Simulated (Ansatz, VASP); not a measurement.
**SrO in VASP and in Ansatz**

```xyz
2
Lattice="0.0000 2.5663 2.5663 2.5663 0.0000 2.5663 2.5663 2.5663 0.0000" Properties=species:S:1:pos:R:3 pbc="T T T"
Sr    2.5663    2.5663    2.5663
O     0.0000    0.0000    0.0000
```

Alike in both runs: functional PBEsol; k mesh 7 × 7 × 7; occupations fermi-dirac, width 0.05 eV; non-collinear spin, spin-orbit coupling.

```csv
,VASP,Ansatz
version,VASP 6.6.1,Ansatz 0.2.0
potentials or method,"VASP PAW PBE potentials, release 64 (Sr_sv, O), cutoff 520 eV","all-electron LAPW, relativistic spinors"
task,single point,band structure
```

```tsv
	VASP	Ansatz	Ansatz less VASP
pressure (GPa)	0.1	-0.6	-0.61
net moment per atom (μB)	0.00	0.00	0.000
```

VASP's potentials were made for PBE, not for PBEsol. Ansatz ran all-electron here, and VASP with PAW potentials.
